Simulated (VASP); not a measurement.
Wanted: the native input for a VASP 6.6.1 run.

- Task: relaxation of cell and atoms
- Functional: PBE
- Potentials or basis: VASP PAW PBE potentials, release 64 (Hf_pv)
- Cutoff: 500 eV
- k mesh: 6 × 6 × 6
- Occupations: gaussian, width 0.1 eV
- Spin: no spin polarisation
- Dipole correction: no
- Further INCAR settings: ALGO = Normal; EDIFF = 1e-07; IBRION = 2; EDIFFG = -0.05; NSW = 80; ISIF = 3

The structure of Hf lies in POSCAR:

```
Hf
1.0
    4.8742535849      0.0000000000      0.0000000000
   -2.4371267925      4.2212274290      0.0000000000
    0.0000000000      0.0000000000      3.0144378751
Hf
3
Direct
    0.0000000000      0.0000000000      0.0000000000
    0.3333333333      0.6666666667      0.5000000000
    0.6666666667      0.3333333333      0.5000000000
```

This isn't the form of Hf at room conditions, which is hcp.

One way to write it, as run:

INCAR

```
SYSTEM = Hf
  ALGO = Normal
  EDIFF = 1E-7
  EDIFFG = -0.05
  ENCUT = 500
  GGA = PE
  GGA_COMPAT = .FALSE.
  IBRION = 2
  ISIF = 3
  ISMEAR = 0
  LASPH = .TRUE.
  LCHARG = .FALSE.
  LREAL = .FALSE.
  LWAVE = .FALSE.
  NELM = 120
  NELMIN = 4
  NSW = 80
  PREC = Accurate
  SIGMA = 0.1
```

KPOINTS

```
k-points
0
G
  6 6 6
  0 0 0
```

Potentials or basis: VASP PAW PBE potentials, release 64 (Hf_pv).

Command:

```sh
$ cat potpaw_PBE.64/Hf_pv/POTCAR > POTCAR
$ mpirun -np 1 vasp_std > vasp.out
```

Results of the run:

```yaml
Relaxed_volume: 22.27 Å³/atom
Relaxed_cell: a = 4.985 Å, b = 4.985 Å, c = 3.105 Å, α = 90.00°, β = 90.00°, γ = 120.00°
Space_group_after_relaxing_to_0.1_Å: P6/mmm (No. 191)
Energy_gained_by_relaxing: 42.3 meV/atom
Ionic_steps: 3
Pressure_after_relaxing: -0.2 GPa
Band_gap_on_the_k_mesh: zero (bands 15 and 16 overlap by 0.91 eV)
```

Caveat: spin-orbit coupling is left out, which moves the levels of the heavy elements.

It took 64 s on 1 thread of AMD EPYC 7R13 Processor (Zen 3), on a shared host, peak memory 0.16 GiB.
